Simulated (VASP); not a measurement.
Crystal: Mg.

```
CELL_PARAMETERS angstrom
3.05030 0.00000 0.00000
-1.52515 2.64164 0.00000
0.00000 0.00000 3.04484
ATOMIC_POSITIONS crystal
Mg 0.00000 0.00000 0.00000
```

This isn't the form of Mg at room conditions, which is hcp.

| Item | Value |
| --- | --- |
| Program | VASP 6.6.1 |
| Task | relaxation of cell and atoms |
| Functional | PBE |
| Dispersion | D3(BJ) |
| Potentials or basis | VASP PAW PBE potentials, release 64 (Mg) |
| Cutoff | 600 eV |
| k mesh | 10 × 10 × 9 |
| Occupations | fermi-dirac, width 0.05 eV |
| Spin | no spin polarisation |

At the start: pressure -0.7 GPa; volume 24.53 Å³/atom.

**Question.** Where does the relaxation end?

**Answer.** Over 6 steps the energy falls by 2.2 meV/atom and the volume is 23.92 Å³/atom (-2.5 %); space group P6/mmm (No. 191, to 0.1 Å) before and after.

The path:
| step | energy change (eV) | largest force (eV/Å) | pressure (GPa) | volume (Å³) |
| --- | --- | --- | --- | --- |
| 1 | 0.0000 | 0.0000 | -0.65 | 24.53 |
| 2 | -0.0018 | 0.0000 | -0.29 | 24.18 |
| 3 | -0.0021 | 0.0000 | -0.07 | 23.98 |
| 4 | -0.0021 | 0.0000 | -0.06 | 23.97 |
| 5 | -0.0021 | 0.0000 | -0.04 | 23.96 |
| 6 | -0.0022 | 0.0000 | 0.01 | 23.92 |

Final structure:
```yaml
crystal:
  lattice:
    - [3.03934, 0.00000, 0.00000]
    - [-1.51967, 2.63214, 0.00000]
    - [0.00000, 0.00000, 2.99044]
  atoms:
    - { symbol: Mg, position: [0.00000, 0.00000, 0.00000] }
```
